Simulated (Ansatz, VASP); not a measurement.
## One calculation of GaN, two programs

```
Ga N
1.0
     5.56943    0.00000    0.00000
     0.00000    5.56943    0.00000
     0.00000    0.00000    5.56943
Ga N
6 6
Cartesian
  2.7847 0.0000 4.1771
  4.1771 2.7847 0.0000
  0.0000 4.1771 2.7847
  2.7847 0.0000 1.3924
  1.3924 2.7847 0.0000
  0.0000 1.3924 2.7847
  0.0000 2.7847 4.1771
  4.1771 0.0000 2.7847
  2.7847 4.1771 0.0000
  0.0000 2.7847 1.3924
  1.3924 0.0000 2.7847
  2.7847 1.3924 0.0000
```

Alike in both runs: task relaxation of cell and atoms; functional PBE; k mesh 6 × 6 × 6; occupations gaussian, width 0.02 eV; no spin polarisation.

```csv
,VASP,Ansatz
version,VASP 6.6.1,Ansatz 0.2.0
potentials or method,"VASP PAW PBE potentials, release 64 (Ga_d, N), cutoff 600 eV","scalar-relativistic, plane waves, PAW"
valence electrons in the cell,108,108
```

```csv
,VASP,Ansatz,Ansatz less VASP
"gap on the k mesh at the Fermi level, each at its own relaxed structure (eV)",1.50,1.50,-0.001
relaxed volume (Å³/atom),14.42,14.41,-0.009
relaxed cell length with the largest relative difference (Å),5.573,5.571,-0.0011
```
